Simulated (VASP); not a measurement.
## Ge: single point with LDA

The system is Ge, a slab with vacuum.

```
Ge
1.0
     3.89500    0.00000    0.00000
    -1.94750    3.37317    0.00000
     0.00000    0.00000   28.00000
Ge
2
Direct
  0.33333 0.66667 0.50766
  0.66667 0.33333 0.49234
```

```json
{
  "Program": "VASP 6.6.1",
  "Task": "single point",
  "Functional": "LDA",
  "Potentials or basis": "VASP PAW LDA potentials, release 64 (Ge_d)",
  "Cutoff": "520 eV",
  "k mesh": "12 × 12 × 1",
  "Occupations": "gaussian, width 0.1 eV",
  "Spin": "no spin polarisation",
  "Dipole correction": "yes",
  "Further INCAR settings": "ALGO = Normal; EDIFF = 1e-07; NBANDS = 21"
}
```

```yaml
Largest_force: 0.579 eV/Å
Band_gap_on_the_k_mesh: zero (filled and empty bands touch)
```

Forces on the atoms (eV/Å):
```
Ge   0.000  0.000  0.579
Ge   0.000  0.000 -0.579
```

Levels at points of the mesh, in eV from the Fermi level:
```csv
k point,band 12,band 13,band 14,band 15,band 16,band 17
"(0.00, 0.00, 0.00)",-3.49,-1.03,-1.03,0.39,2.68,3.75
"(0.50, 0.00, 0.00)",-8.20,-2.78,-1.17,0.76,1.12,5.84
```

It took 4.2 min on 1 thread of Intel Xeon 6975P-C (shared host), peak memory 0.38 GiB.
